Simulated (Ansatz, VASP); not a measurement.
**Two plane-wave programs on Hf3AlN4**

The input INCAR:

```
SYSTEM = Hf3AlN4
PREC     = Accurate       ! precision mode
ENCUT    = 520            ! plane-wave cutoff, eV
EDIFF    = 1E-6           ! SCF threshold, eV
ISMEAR   = 0              ! smearing method
SIGMA    = 0.1            ! smearing width, eV
LREAL    = .FALSE.        ! projectors in reciprocal space
LASPH    = .TRUE.         ! aspherical terms in the spheres
NELM     = 100            ! most SCF steps
ALGO     = Normal         ! electronic algorithm
ISIF     = 2              ! what is computed and relaxed
LWAVE    = .FALSE.        ! write WAVECAR
LCHARG   = .TRUE.         ! write CHGCAR
GGA      = PE             ! functional
LELF     = .TRUE.         ! ELF
LVHAR    = .TRUE.       
NBANDS   = 36             ! bands
```

File KPOINTS:

```
regular mesh
0
G
  6 6 2
  0 0 0
```

File POSCAR:

```
Hf3AlN4
1.0
    3.4453365000      0.0000000000      0.0000000000
    0.0000000000      3.4453365000      0.0000000000
    0.0000000000      0.0000000000      9.7448832200
Hf Al N
3 1 4
Direct
    0.0000000000      0.0000000000      0.7500000000
    0.0000000000      0.0000000000      0.2500000000
    0.5000000000      0.5000000000      0.5000000000
    0.5000000000      0.5000000000      0.0000000000
    0.0000000000      0.0000000000      0.0000000000
    0.5000000000      0.5000000000      0.2500000000
    0.0000000000      0.0000000000      0.5000000000
    0.5000000000      0.5000000000      0.7500000000
```

Input for Ansatz:

```yaml
crystal:
  lattice:
    - [3.4453365, 0.0, 0.0]
    - [0.0, 3.4453365, 0.0]
    - [0.0, 0.0, 9.74488322]
  atoms:
    - { symbol: Hf, position: [0.0, 0.0, 0.75] }
    - { symbol: Hf, position: [0.0, 0.0, 0.25] }
    - { symbol: Hf, position: [0.5, 0.5, 0.5] }
    - { symbol: Al, position: [0.5, 0.5, 0.0] }
    - { symbol: "N", position: [0.0, 0.0, 0.0] }
    - { symbol: "N", position: [0.5, 0.5, 0.25] }
    - { symbol: "N", position: [0.0, 0.0, 0.5] }
    - { symbol: "N", position: [0.5, 0.5, 0.75] }
basis:
  ecutwfc: 420
kpoints:
  mp_grid: { grid: [6, 6, 2] }
hamiltonian:
  xc: pbe
scf:
  occupations: { method: gaussian, width: 0.1 }
  lower_state_search: "off"
output:
  forces: true
  stress: true
  eigenvalues: true
```

Alike in both runs: task single point; functional PBE; k mesh 6 × 6 × 2; occupations gaussian, width 0.1 eV; no spin polarisation.

|  | VASP | Ansatz |
| --- | --- | --- |
| version | VASP 6.6.1 | Ansatz 0.2.0 |
| potentials or method | VASP PAW PBE potentials, release 64 (Hf_pv, Al, N), cutoff 520 eV | scalar-relativistic, plane waves, PAW |
| valence electrons in the cell | 53 | 101 |

```csv
,VASP,Ansatz,Ansatz less VASP
gap on the k mesh at the Fermi level (eV),none,none,-
rms of the force components (eV/Å),0.152,0.156,+0.0039
```

Atom by atom the forces differ by 0.013 eV/Å (rms over components). A gap of «none» marks a metal or a gap that the smearing closes. VASP's potentials hold 53 valence electrons a cell and Ansatz's 101, so a difference there can come from the potentials and not from the codes.

Spin-orbit coupling is off throughout.
